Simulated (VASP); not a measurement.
Runs of VASP 6.6.1 on SnO2. The structure is that of space group R-3m (No. 166), or close to it. The cells are those of the table. 

```tsv
task	level	potentials or basis	cell	cutoff (eV)	gap on the mesh (eV)	pressure (GPa)	largest force (eV/Å)
single point	LDA	VASP PAW LDA potentials, release 64 (Sn_d, O)	a = 5.151 Å, angles 36.6°, 3 atoms	520	1.77	-8.5	0.62
relaxation of cell and atoms	RPBE	VASP PAW PBE potentials, release 64 (Sn_d, O)	relaxed from a = 5.151 Å, angles 36.6°, 3 atoms	600	(a)	0.0	0.01
single point	LDA	VASP PAW LDA potentials, release 64 (Sn_d, O)	a = 5.185 Å, angles 36.6°, 3 atoms	520	1.65	-10.9	0.81
single point	PBEsol	VASP PAW PBE potentials, release 64 (Sn_d, O)	a = 5.252 Å, angles 36.6°, 3 atoms	520	(c)	-11.3	(b)
single point	PBEsol	VASP PAW PBE potentials, release 64 (Sn_d, O)	a = 5.151 Å, angles 36.6°, 3 atoms	520	1.84	-4.6	0.35
single point	revPBE	VASP PAW PBE potentials, release 64 (Sn_d, O)	a = 6.351 Å, angles 29.6°, 3 atoms	520	2.40	0.4	0.05
```

Alike in all rows: no spin polarisation; k mesh 10 × 10 × 10; smearing fermi-dirac 0.05 eV.

Question: Estimate the missing entries.

Answer: (a) 2.17; (b) 0.88; (c) 1.51.

Caveats: spin-orbit coupling is left out, which moves the levels of the heavy elements; the PAW data sets were made with another functional, which shifts forces and pressure a little (some runs).

A k mesh can miss the band edges, and the runs leave out spin-orbit coupling on Sn.
